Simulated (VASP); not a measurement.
A run of VASP 6.6.1 is set up as follows.

INCAR

```
PREC = Accurate
ENCUT = 520
EDIFF = 1E-6
ISMEAR = 0
SIGMA = 0.05
LREAL = F
LASPH = T
NELM = 100
ALGO = Normal
ISIF = 2
LWAVE = F
LCHARG = T
GGA = CA
LELF = T
LVHAR = T
NBANDS = 14
```

The input KPOINTS:

```
Automatic mesh
0
Gamma
  10 10 10
```

POSCAR

```
LaB
1.0
    0.0000000000      2.8357827665      2.8357827665
    2.8357827665      0.0000000000      2.8357827665
    2.8357827665      2.8357827665      0.0000000000
La B
1 1
Direct
    0.5000000000      0.5000000000      0.5000000000
    0.0000000000      0.0000000000      0.0000000000
```

Potentials or basis: VASP PAW LDA potentials, release 64 (La, B).

Launch:

```sh
$ cat potpaw_LDA.64/La/POTCAR potpaw_LDA.64/B/POTCAR > POTCAR
$ mpirun -np 1 vasp_std > vasp.out
```

Problem. What does it give for the pressure?

Solution. -4.3 GPa.

Problem. Predict the band gap on the k mesh.

Solution. Zero (bands 7 and 8 overlap by 1.88 eV).

Caveat: the cell stands under tension; spin-orbit coupling is left out, which moves the levels of the heavy elements.
